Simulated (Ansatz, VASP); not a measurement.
**SnSe in VASP and in Ansatz**

```xyz
2
Lattice="0.0000 3.0100 2.9197 3.0100 0.0000 2.9197 3.0100 3.0100 0.0000" Properties=species:S:1:pos:R:3 pbc="T T T"
Sn    0.0000    0.0000    0.0000
Se    3.0100    3.0100    2.9197
```

Change from the starting cell: zz strain of -3 %.

Alike in both runs: task single point; functional PBE; k mesh 9 × 9 × 9; occupations fermi-dirac, width 0.02 eV; no spin polarisation.

|  | VASP | Ansatz |
| --- | --- | --- |
| version | VASP 6.6.1 | Ansatz 0.2.0 |
| potentials or method | VASP PAW PBE potentials, release 64 (Sn_d, Se), cutoff 520 eV | all-electron LAPW, scalar-relativistic |

```tsv
	VASP	Ansatz	Ansatz less VASP
pressure (GPa)	2.9	2.9	-0.01
traceless stress, the component that is largest in VASP (GPa)	3.00	2.99	-0.012
```

Ansatz ran all-electron here, and VASP with PAW potentials.
